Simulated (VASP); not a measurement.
A run of VASP 6.6.1 is set up as follows.

INCAR

```
  PREC = Accurate
  ENCUT = 520
  EDIFF = 1E-7
  ISMEAR = 0
  SIGMA = 0.1
  LREAL = False
  LASPH = True
  NELM = 150
  ALGO = Normal
  ISIF = 2
  LWAVE = False
  LCHARG = True
  ISPIN = 2
  MAGMOM = 0.08 0.08 0.08 0.01
  LORBIT = 11
  LMAXMIX = 4
  GGA = CA
  LELF = True
  LVHAR = True
  NBANDS = 34
```

KPOINTS

```
regular mesh
0
Gamma
  4 4 4
```

POSCAR

```
Ni3Bi
1.0
    3.8220070000      0.0000000000      0.0000000000
    0.0000000000      3.8220070000      0.0000000000
    0.0000000000      0.0000000000      3.8220070000
Ni Bi
3 1
Direct
    0.0000000000      0.5000000000      0.5000000000
    0.5000000000      0.0000000000      0.5000000000
    0.5000000000      0.5000000000      0.0000000000
    0.0000000000      0.0000000000      0.0000000000
```

Potentials or basis: VASP PAW LDA potentials, release 64 (Ni, Bi_d).

The run is started by

```bash
$ cat potpaw_LDA.64/Ni/POTCAR potpaw_LDA.64/Bi_d/POTCAR > POTCAR
$ mpirun -np 1 vasp_std > vasp.out
```

Question: What does it give for the net moment?

Answer: 0.00 μB per cell.

Question: Estimate the pressure.

Answer: -10.7 GPa.

Caveat: the k points lie up to 0.41 Å⁻¹ apart.
